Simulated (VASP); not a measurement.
Write the native input for VASP 6.6.1 that does the following.

```
Task                   : single point
Functional             : PBEsol
Potentials or basis    : VASP PAW PBE potentials, release 64 (Zr_sv, C)
Cutoff                 : 520 eV
k mesh                 : 9 × 9 × 5
Occupations            : fermi-dirac, width 0.05 eV
Spin                   : no spin polarisation
Dipole correction      : no
Further INCAR settings : ALGO = Normal; EDIFF = 1e-07; NBANDS = 24
```

The structure of ZrC lies in POSCAR:

```
ZrC
1.0
    3.5271353227      0.0000000000      0.0000000000
   -1.7635676613      3.0545887920      0.0000000000
    0.0000000000      0.0000000000      5.2900530000
Zr C
2 2
Direct
    0.6666666667      0.3333333333      0.7500000000
    0.3333333333      0.6666666667      0.2500000000
    0.0000000000      0.0000000000      0.5000000000
    0.0000000000      0.0000000000      0.0000000000
```

One way to write it, as run:

INCAR

```
SYSTEM = ZrC
ALGO     = Normal         ! electronic algorithm
EDIFF    = 1E-7           ! SCF threshold, eV
ENCUT    = 520            ! plane-wave cutoff, eV
GGA      = PS             ! functional
ISIF     = 2              ! what is computed and relaxed
ISMEAR   = -1             ! smearing method
LASPH    = .TRUE.         ! aspherical terms in the spheres
LCHARG   = .TRUE.         ! write CHGCAR
LELF     = .TRUE.         ! ELF
LREAL    = .FALSE.        ! projectors in reciprocal space
LVHAR    = .TRUE.       
LWAVE    = .FALSE.        ! write WAVECAR
NBANDS   = 24             ! bands
NELM     = 60             ! most SCF steps
PREC     = Accurate       ! precision mode
SIGMA    = 0.05           ! smearing width, eV
```

KPOINTS

```
k-points
0
G
  9 9 5
  0 0 0
```

Potentials or basis: VASP PAW PBE potentials, release 64 (Zr_sv, C).

The run is started by

```console
$ cat potpaw_PBE.64/Zr_sv/POTCAR potpaw_PBE.64/C/POTCAR > POTCAR
$ mpirun -np 1 vasp_std > vasp.out
```

It gave:

```yaml
Pressure: -21.1 GPa
Band_gap_on_the_k_mesh: zero (band 16 reaches 9.76 eV, above the bottom of band 17 at 8.85 eV)
```

Caveat: the PAW data sets were made with another functional, which shifts forces and pressure a little.

Run time: 34 s on 1 thread of Intel(R) Xeon(R) 6975P-C (Granite Rapids), with other jobs on the host, peak memory 0.19 GiB.
